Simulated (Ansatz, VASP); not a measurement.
**TiAl3 in VASP and in Ansatz**

INCAR

```
SYSTEM = TiAl3
  PREC = Accurate
  ENCUT = 520
  EDIFF = 1E-6
  ISMEAR = 0
  SIGMA = 0.15
  LREAL = .False.
  LASPH = .True.
  NELM = 100
  ALGO = Fast
  ISIF = 2
  LWAVE = .False.
  LCHARG = .True.
  GGA = PE
  LELF = .True.
  LVHAR = .True.
  NBANDS = 18
```

File KPOINTS:

```
Automatic mesh
0
Gamma
  16 16 16
  0 0 0
```

Contents of POSCAR:

```
TiAl3
1.0
   -1.8682349206      1.8682349206      4.0787304787
    1.8682349206     -1.8682349206      4.0787304787
    1.8682349206      1.8682349206     -4.0787304787
Ti Al
1 3
Direct
    0.0000000000      0.0000000000      0.0000000000
    0.5000000000      0.5000000000      0.0000000000
    0.7500000000      0.2500000000      0.5000000000
    0.2500000000      0.7500000000      0.5000000000
```

Input for Ansatz:

```yaml
crystal:
  lattice:
    - [-1.8682349206, 1.8682349206, 4.0787304787]
    - [1.8682349206, -1.8682349206, 4.0787304787]
    - [1.8682349206, 1.8682349206, -4.0787304787]
  atoms:
    - { symbol: Ti, position: [0.0, 0.0, 0.0] }
    - { symbol: Al, position: [0.5, 0.5, 0.0] }
    - { symbol: Al, position: [0.75, 0.25, 0.5] }
    - { symbol: Al, position: [0.25, 0.75, 0.5] }
basis:
  ecutwfc: 520.0
kpoints:
  mp_grid: { grid: [16, 16, 16] }
hamiltonian:
  xc: pbe
  pseudopotentials: { kind: paw, azcp: { folder: soft_1 } }
scf:
  occupations: { method: gaussian, width: 0.15 }
output:
  forces: true
  stress: true
  eigenvalues: true
  write_density: true
  write_potential: true
  elf: true
  volumetric_format: npy
```

Alike in both runs: task single point; functional PBE; k mesh 16 × 16 × 16; occupations gaussian, width 0.15 eV; no spin polarisation.

|  | VASP | Ansatz |
| --- | --- | --- |
| version | VASP 6.6.1 | Ansatz 0.2.0 |
| potentials or method | VASP PAW PBE potentials, release 64 (Ti_sv, Al), cutoff 520 eV | scalar-relativistic, plane waves, PAW |
| valence electrons in the cell | 21 | 21 |

|  | VASP | Ansatz | Ansatz less VASP |
| --- | --- | --- | --- |
| gap on the k mesh at the Fermi level (eV) | none | none | - |
| pressure (GPa) | 14.9 | 14.9 | -0.01 |
| traceless stress, the component that is largest in VASP (GPa) | 3.49 | 3.50 | +0.012 |

A gap of «none» marks a metal or a gap that the smearing closes. With one functional, cell and mesh, what is left measures potentials, basis and numerics.
